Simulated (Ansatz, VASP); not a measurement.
Two plane-wave programs on BN

File POSCAR:

```
BN
1.0
    0.0185057549      1.7458259350      1.7458259350
    1.7458259350      0.0185057549      1.7458259350
    1.7643316899      1.7643316899      0.0000000000
B N
1 1
Direct
    0.0000000000      0.0000000000      0.0000000000
    0.5000000000      0.5000000000      0.5000000000
```

File INCAR.step1:

```
SYSTEM = BN
  PREC = Accurate
  ENCUT = 660
  ISMEAR = 0
  SIGMA = 0.01
  LREAL = .FALSE.
  LASPH = .TRUE.
  NELM = 120
  NBANDS = 11
  GGA = PE
  ALGO = Normal
  EDIFF = 1E-5
  LWAVE = .TRUE.
  LCHARG = .FALSE.
  GGA_COMPAT = .FALSE.
```

INCAR.step2

```
SYSTEM = BN
  PREC = Accurate
  ENCUT = 660
  EDIFF = 1E-6
  ISMEAR = 0
  SIGMA = 0.01
  LREAL = .FALSE.
  LASPH = .TRUE.
  NELM = 120
  ALGO = Normal
  ISIF = 2
  LWAVE = .FALSE.
  LCHARG = .TRUE.
  METAGGA = R2SCAN
  LMIXTAU = .TRUE.
  LELF = .TRUE.
  LVHAR = .TRUE.
  NBANDS = 11
  ISTART = 1
  GGA_COMPAT = .FALSE.
```

KPOINTS

```
regular mesh
0
G
  12 12 12
  0 0 0
```

Input for Ansatz:

```yaml
crystal:
  lattice:
    - [0.0185057549, 1.745825935, 1.745825935]
    - [1.745825935, 0.0185057549, 1.745825935]
    - [1.7643316899, 1.7643316899, 0.0]
  atoms:
    - { symbol: B, position: [0.0, 0.0, 0.0] }
    - { symbol: "N", position: [0.5, 0.5, 0.5] }
kpoints:
  mp_grid: { grid: [12, 12, 12] }
  band_path:
    path:
      - [0.0, 0.0, 0.0]
      - [0.5, 0.0, 0.5]
      - [0.625, 0.25, 0.625]
      - [0.375, 0.375, 0.75]
      - [0.5, 0.5, 0.5]
      - [0.5, 0.25, 0.75]
      - [0.164062, 0.164062, 0.328125]
      - [0.5, 0.5, 0.0]
    npoints: 1
hamiltonian:
  xc: r2scan
scf:
  occupations: { method: fixed }
  n_extra_bands: 4
output:
  forces: true
  stress: true
  eigenvalues: true
  write_density: true
  write_potential: true
  elf: true
  volumetric_format: npy
```

Change from the starting cell: shear_xy strain +2.1%.

Alike in both runs: task single point; functional r2SCAN; k mesh 12 × 12 × 12; no spin polarisation.

```csv
,VASP,Ansatz
version,VASP 6.6.1,Ansatz 0.2.0
potentials or method,"VASP PAW PBE potentials, release 64 (B, N)","plane waves, PAW"
plane-wave cutoff (eV),660,500
occupations,"gaussian, width 0.01 eV",fixed
valence electrons in the cell,8,8
```

Ansatz gave:

```
gap on the k mesh at the Fermi level (eV)                     : 1.13
pressure (GPa)                                                : 0.2
traceless stress, the component that is largest in VASP (GPa) : -14.11
```

What did VASP give for the same quantities?

gap on the k mesh at the Fermi level (eV): 1.12; pressure (GPa): 0.6; traceless stress, the component that is largest in VASP (GPa): -14.11.

VASP's potentials were made for PBE, not for r2SCAN.
